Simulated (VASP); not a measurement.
# Rb2FeCl6F (Fm-3m) in VASP: settings compared

Rb2FeCl6F is run at these levels: PBE, RPBE; tasks: single point.

All numbers are computed with VASP 6.6.1; they aren't measurements. Logs are shortened: lines on timing, memory, paths and dates and some standing lists are left out, and cuts for length are marked.

## Step 1: The cell of the first run

It takes space group Fm-3m (No. 225, cubic). The conventional cell has a = 9.621 Å, b = 9.621 Å, c = 9.621 Å, α = 90.00°, β = 90.00°, γ = 90.00°. Fe (site symmetry m-3m) has 6 Cl at 2.08 Å within 2.7 Å. Cl (site symmetry 4mm) has 1 Fe at 2.08 Å and 1 F at 2.74 Å within 2.8 Å. Rb (site symmetry -43m) has 12 Cl at 3.42 Å and 4 Fe at 4.17 Å and 4 F at 4.17 Å within 4.5 Å. F (site symmetry m-3m) has 6 Cl at 2.74 Å within 3.6 Å.

## Step 2: Single point, PBE

INCAR reads:

```
PREC = Accurate ; ENCUT = 520
EDIFF = 1E-6 ; ISMEAR = -1
SIGMA = 0.0145 ; LREAL = False
LASPH = True ; NELM = 100
ALGO = Normal ; ISIF = 2
LWAVE = False ; LCHARG = False
GGA = PE ; NBANDS = 48
```

KPOINTS reads:

```
regular mesh
0
Gamma
  3 3 3
```

POSCAR reads:

```
Rb2FeCl6F
1.0
    0.0000000000      4.8105080000      4.8105080000
    4.8105080000      0.0000000000      4.8105080000
    4.8105080000      4.8105080000      0.0000000000
Fe Cl Rb F
1 6 2 1
Direct
    0.0000000000      0.0000000000      0.0000000000
    0.7843000000      0.2157000000      0.2157000000
    0.2157000000      0.7843000000      0.2157000000
    0.2157000000      0.7843000000      0.7843000000
    0.7843000000      0.2157000000      0.7843000000
    0.2157000000      0.2157000000      0.7843000000
    0.7843000000      0.7843000000      0.2157000000
    0.2500000000      0.2500000000      0.2500000000
    0.7500000000      0.7500000000      0.7500000000
    0.5000000000      0.5000000000      0.5000000000
```

Potentials or basis: VASP PAW PBE potentials, release 64 (Fe, Cl, Rb_sv, F).

On the command line:

```bash
> cat potpaw_PBE.64/Fe/POTCAR potpaw_PBE.64/Cl/POTCAR potpaw_PBE.64/Rb_sv/POTCAR potpaw_PBE.64/F/POTCAR > POTCAR
> mpirun -np 1 vasp_std > vasp.out
```

OUTCAR:

```text
PREC = Accurate
   ENCUT = 520
   EDIFF = 1E-6
   ISMEAR = -1
   LREAL = False
   LASPH = True
   NELM = 100
   ISIF = 2
   GGA = PE

 ion  position               nearest neighbor table
   1  0.000  0.000  0.000-   2 2.08   3 2.08   4 2.08   5 2.08   6 2.08   7 2.08   9 4.17   9 4.17
                             8 4.17   9 4.17   8 4.17   8 4.17   9 4.17   8 4.17
   2  0.784  0.216  0.216-   1 2.08   9 3.42   9 3.42   8 3.42   8 3.42
   3  0.216  0.784  0.216-   1 2.08   9 3.42   9 3.42   8 3.42   8 3.42
   4  0.216  0.784  0.784-   1 2.08   9 3.42   9 3.42   8 3.42   8 3.42
   5  0.784  0.216  0.784-   1 2.08   9 3.42   9 3.42   8 3.42   8 3.42
   6  0.216  0.216  0.784-   1 2.08   9 3.42   9 3.42   8 3.42   8 3.42
   7  0.784  0.784  0.216-   1 2.08   9 3.42   9 3.42   8 3.42   8 3.42
   8  0.250  0.250  0.250-   7 3.42   7 3.42   6 3.42   6 3.42   4 3.42   5 3.42   4 3.42   5 3.42
                             2 3.42   2 3.42   3 3.42   3 3.42   1 4.17   1 4.17   1 4.17   1 4.17
   9  0.750  0.750  0.750-   7 3.42   7 3.42   6 3.42   6 3.42   3 3.42   5 3.42   2 3.42   5 3.42
                             4 3.42   3 3.42   4 3.42   2 3.42   1 4.17   1 4.17   1 4.17   1 4.17
  10  0.500  0.500  0.500-

  LATTYP: Found a face centered cubic cell.
 ALAT       =     9.6210160000

  Lattice vectors:

 A1 = (   0.0000000000,   4.8105080000,   4.8105080000)
 A2 = (   4.8105080000,   0.0000000000,   4.8105080000)
 A3 = (   4.8105080000,   4.8105080000,   0.0000000000)

Analysis of symmetry for initial positions (statically):
=====================================================================
 Subroutine PRICEL returns:
 Original cell was already a primitive cell.

 Routine SETGRP: Setting up the symmetry group for a
 face centered cubic supercell.

 Subroutine GETGRP returns: Found 48 space group operations
 (whereof 48 operations were pure point group operations)
 out of a pool of 48 trial point group operations.

The static configuration has the point symmetry O_h .

Analysis of symmetry for dynamics (positions and initial velocities):
=====================================================================
 Subroutine PRICEL returns:
 Original cell was already a primitive cell.

 Routine SETGRP: Setting up the symmetry group for a
 face centered cubic supercell.

 Subroutine GETGRP returns: Found 48 space group operations
 (whereof 48 operations were pure point group operations)
 out of a pool of 48 trial point group operations.

The dynamic configuration has the point symmetry O_h .

 Subroutine INISYM returns: Found 48 space group operations
[... 101 lines left out ...]
   TEBEG  =    0.0;   TEEND  =   0.0 temperature during run
   PSTRESS=    0.0 pullay stress
   NELECT =      75.0000    total number of electrons
   NUPDOWN=      -1.0000    fix difference up-down
   EMIN   =  10.00;   EMAX   =-10.00  energy-range for DOS
   EFERMI =   0.00;   METHOD = LEGACY
   ISMEAR =    -1;   SIGMA  =   0.01  broadening in eV -4-tet -1-fermi 0-gaus
   EFERMI_NEDOS =   21; number of points for ismear=-14 and -15
   IALGO  =     38    algorithm
   IMIX   =      4    mixing-type and parameters
     AMIX     =   0.40;   BMIX     =  1.00
     AMIX_MAG =   1.60;   BMIX_MAG =  1.00
  volume/ion in A,a.u.               =      22.26       150.24
  Fermi-wavevector in a.u.,A,eV,Ry     =   1.139098  2.152583 17.654152  1.297544
  Thomas-Fermi vector in A             =   2.275802
   LORBIT       =      0    0 simple, 1 ext, 2 COOP (PROOUT), +10 PAW based schemes
   GGA     = PE    functional components
   LHFCALC =     F    Hartree Fock is set to
   AEXX    =    0.0000 exact exchange contribution
   IVDW    =     0    specifies the selected vdW correction
   LEPSILON=     F    determine dielectric tensor
   LRPA    =     F    only Hartree local field effects (RPA)
 non-spin polarized calculation
  energy-cutoff  :      520.00
  volume of cell :      222.64
 maximum number of plane-waves:      6014
 NGX is ok and might be reduce to    50
   NGX = 25   NGY = 25   NGZ = 25

 number of electron      74.9999993 magnetization

 Free energy of the ion-electron system (eV)
  ---------------------------------------------------
  ext. energy  EPLUGINS =         0.00000000
  ---------------------------------------------------
  free energy    TOTEN  =       -31.36469249 eV

  energy without entropy =      -31.34099250  energy(sigma->0) =      -31.35284249

 E-fermi :   0.7029     XC(G=0):  -8.9106

 val. band max:        0.6808973572   @ k =  -0.3333   0.3333   0.0000
 cond. band min:       0.7472035302   @ k =  -0.3333   0.3333   0.0000
 fundamental gap:      0.0663061730
 Fermi energy:         0.7028746990

 k-point     1 :       0.0000    0.0000    0.0000
  band No.  band energies     occupation
      1     -23.7959      2.00000
      2     -23.7841      2.00000
      3     -18.6831      2.00000
      4     -14.5314      2.00000
      5     -13.2312      2.00000
      6     -13.2312      2.00000
[... 193 lines left out ...]
     47       9.3366      0.00000
     48       9.3501      0.00000

------------------------ aborting loop because EDIFF is reached ----------------------------------------

  FORCE on cell =-STRESS in cart. coord.  units (eV):
  Direction    XX          YY          ZZ          XY          YZ          ZX
  --------------------------------------------------------------------------------------
  -------------------------------------------------------------------------------------
  Total       15.2976944     15.2976944     15.2976944      0.0000000      0.0000000     -0.0000000
  in kB      110.0864190    110.0864190    110.0864190      0.0000000      0.0000000     -0.0000000
  external PRESSURE =     110.0864190 kB  Pullay stress =       0.0000000 kB

 VOLUME and BASIS-vectors are now :
 -----------------------------------------------------------------------------
  energy-cutoff  :      520.00
  volume of cell :      222.64
      direct lattice vectors                 reciprocal lattice vectors
     0.000000000  4.810508000  4.810508000    -0.103939127  0.103939127  0.103939127
     4.810508000  0.000000000  4.810508000     0.103939127 -0.103939127  0.103939127
     4.810508000  4.810508000  0.000000000     0.103939127  0.103939127 -0.103939127

 POSITION                                       TOTAL-FORCE (eV/Angst)
 -----------------------------------------------------------------------------------
      0.00000      0.00000      0.00000        -0.000000     -0.000000     -0.000000
      2.07525      4.81051      4.81051         3.119405     -0.000000     -0.000000
      4.81051      2.07525      4.81051        -0.000000      3.119405     -0.000000
      7.54576      4.81051      4.81051        -3.119405     -0.000000     -0.000000
      4.81051      7.54576      4.81051        -0.000000     -3.119405     -0.000000
      4.81051      4.81051      2.07525        -0.000000     -0.000000      3.119405
      4.81051      4.81051      7.54576        -0.000000     -0.000000     -3.119405
      2.40525      2.40525      2.40525        -0.000000     -0.000000     -0.000000
      7.21576      7.21576      7.21576         0.000000     -0.000000      0.000000
      4.81051      4.81051      4.81051        -0.000000     -0.000000     -0.000000
 -----------------------------------------------------------------------------------
    total drift:                                0.000000     -0.000000     -0.000000

  FREE ENERGIE OF THE ION-ELECTRON SYSTEM (eV)
  ---------------------------------------------------
  free  energy   TOTEN  =       -31.3646924850 eV

  energy  without entropy=      -31.3409925006  energy(sigma->0) =      -31.35284249
```

Wall time 83 s (1 thread of Intel Xeon 6975P-C (Granite Rapids), shared host); peak memory 0.4 GiB.

Results:

```yaml
Free_energy: -31.3647 eV
Pressure: 11.0 GPa
Largest_force: 3.119 eV/Å
Band_gap_on_the_k_mesh: zero (an odd number of electrons rules out a gap without spin polarisation)
```

Forces in eV/Å, atoms in the order of the input:
```
Fe   0.000  0.000  0.000
Cl   3.119  0.000  0.000
Cl   0.000  3.119  0.000
Cl  -3.119  0.000  0.000
Cl   0.000 -3.119  0.000
Cl   0.000  0.000  3.119
Cl   0.000  0.000 -3.119
Rb   0.000  0.000  0.000
Rb   0.000  0.000  0.000
F    0.000  0.000  0.000
```

Caveat: the k points lie up to 0.38 Å⁻¹ apart, too coarse for converged energies and pressures of a metal; an odd number of electrons without spin polarisation forces a metal; a magnetic or distorted state may lie lower; the run has no spin polarisation, though such a crystal can be magnetic; semilocal functionals often make such compounds metallic where correlation or magnetic order opens a gap, which also shifts bond lengths.

(Part 1 of 2 ends here.)
